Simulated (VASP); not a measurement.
A run of VASP 6.6.1 is set up as follows.

File INCAR:

```
SYSTEM = Cu3N
PREC = Accurate
ENCUT = 600
EDIFF = 1E-7
ISMEAR = 0
SIGMA = 0.01
LREAL = .FALSE.
LASPH = .TRUE.
NELM = 120
ALGO = Normal
ISIF = 3
LWAVE = .FALSE.
LCHARG = .FALSE.
GGA = PS
IBRION = 2
NSW = 70
EDIFFG = -0.005
GGA_COMPAT = .FALSE.
NELMIN = 4
```

File KPOINTS:

```
Automatic mesh
0
G
  10 10 10
  0 0 0
```

Contents of POSCAR:

```
Cu3N
1.0
    3.8272904603      0.0000000000      0.0000000000
    0.0000000000      3.8272904603      0.0000000000
    0.0000000000      0.0000000000      3.8272904603
Cu N
3 1
Direct
    0.5000000000      0.0000000000      0.0000000000
    0.0000000000      0.5000000000      0.0000000000
    0.0000000000      0.0000000000      0.5000000000
    0.0000000000      0.0000000000      0.0000000000
```

Potentials or basis: VASP PAW PBE potentials, release 64 (Cu, N).

Launch:

```bash
$ cat potpaw_PBE.64/Cu/POTCAR potpaw_PBE.64/N/POTCAR > POTCAR
$ mpirun -np 1 vasp_std > vasp.out
```

Question: What does it give for the space group after relaxing (to 0.05 Å)?

Answer: Pm-3m (No. 221).

Question: Predict the relaxed volume.

Answer: 13.40 Å³/atom.

Question: Estimate the band gap on the k mesh.

Answer: 0.05 eV, indirect (least direct gap 0.59 eV).

Final structure:
```
Cu N
1.0
     3.77083    0.00000    0.00000
     0.00000    3.77083    0.00000
     0.00000    0.00000    3.77083
Cu N
3 1
Direct
  0.50000 0.00000 0.00000
  0.00000 0.50000 0.00000
  0.00000 0.00000 0.50000
  0.00000 0.00000 0.00000
```

Caveat: the PAW data sets were made with another functional, which shifts forces and pressure a little. A k mesh can miss the band edges.
